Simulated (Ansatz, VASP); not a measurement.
## Mg2GeN3: VASP beside Ansatz

The input INCAR:

```
SYSTEM = Mg2GeN3
PREC = Accurate
ENCUT = 600
EDIFF = 1E-7
ISMEAR = 0
SIGMA = 0.1
LREAL = .FALSE.
LASPH = .TRUE.
NELM = 80
ALGO = Normal
ISIF = 3
LWAVE = .FALSE.
LCHARG = .FALSE.
GGA = PE
IBRION = 2
NSW = 80
EDIFFG = -0.001
```

File KPOINTS:

```
Automatic mesh
0
G
  12 12 4
  0 0 0
```

The input POSCAR:

```
Mg2GeN3
1.0
    3.0032302472      0.0000000000      0.0000000000
   -1.5016151236      2.6008736875      0.0000000000
    0.0000000000      0.0000000000      7.7285018393
Mg Ge N
2 1 3
Direct
    0.3333333333      0.6666666667      0.6674184204
    0.6666666667      0.3333333333      0.3325815796
    0.0000000000      0.0000000000      0.0000000000
    0.3333333333      0.6666666667      0.1438157199
    0.6666666667      0.3333333333      0.8561842801
    0.0000000000      0.0000000000      0.5000000000
```

Input for Ansatz:

```yaml
crystal:
  lattice:
    - [3.0032302472, 0.0, 0.0]
    - [-1.5016151236, 2.6008736875, 0.0]
    - [0.0, 0.0, 7.7285018393]
  atoms:
    - { symbol: Mg, position: [0.3333333333, 0.6666666667, 0.6674184204] }
    - { symbol: Mg, position: [0.6666666667, 0.3333333333, 0.3325815796] }
    - { symbol: Ge, position: [0.0, 0.0, 0.0] }
    - { symbol: "N", position: [0.3333333333, 0.6666666667, 0.1438157199] }
    - { symbol: "N", position: [0.6666666667, 0.3333333333, 0.8561842801] }
    - { symbol: "N", position: [0.0, 0.0, 0.5] }
basis:
  ecutwfc: 420
kpoints:
  mp_grid: { grid: [12, 12, 4] }
hamiltonian:
  xc: pbe
scf:
  occupations: { method: gaussian, width: 0.1 }
output:
  forces: true
  stress: true
  eigenvalues: true
relax:
  adjacent_minimum: "off"
  f_tol: 0.001
  max_steps: 60
  cell: { stress_tol: 0.01 }
```

Alike in both runs: task relaxation of cell and atoms; functional PBE; k mesh 12 × 12 × 4; occupations gaussian, width 0.1 eV; no spin polarisation.

|  | VASP | Ansatz |
| --- | --- | --- |
| version | VASP 6.6.1 | Ansatz 0.2.0 |
| potentials or method | VASP PAW PBE potentials, release 64 (Mg, Ge_d, N), cutoff 600 eV | scalar-relativistic, plane waves, PAW |
| valence electrons in the cell | 33 | 49 |

Ansatz gave:

| Item | Value |
| --- | --- |
| gap on the k mesh at the Fermi level, each at its own relaxed structure (eV) | none |
| relaxed volume (Å³/atom) | 10.06 |
| relaxed length of the cell vector where the two differ most in proportion (Å) | 7.729 |

Q: Which values does VASP return?

A: gap on the k mesh at the Fermi level, each at its own relaxed structure (eV): none; relaxed volume (Å³/atom): 10.03; relaxed length of the cell vector where the two differ most in proportion (Å): 7.715.

A gap of «none» marks a metal or a gap that the smearing closes. VASP's potentials hold 33 valence electrons a cell and Ansatz's 49, so a difference there can come from the potentials and not from the codes.
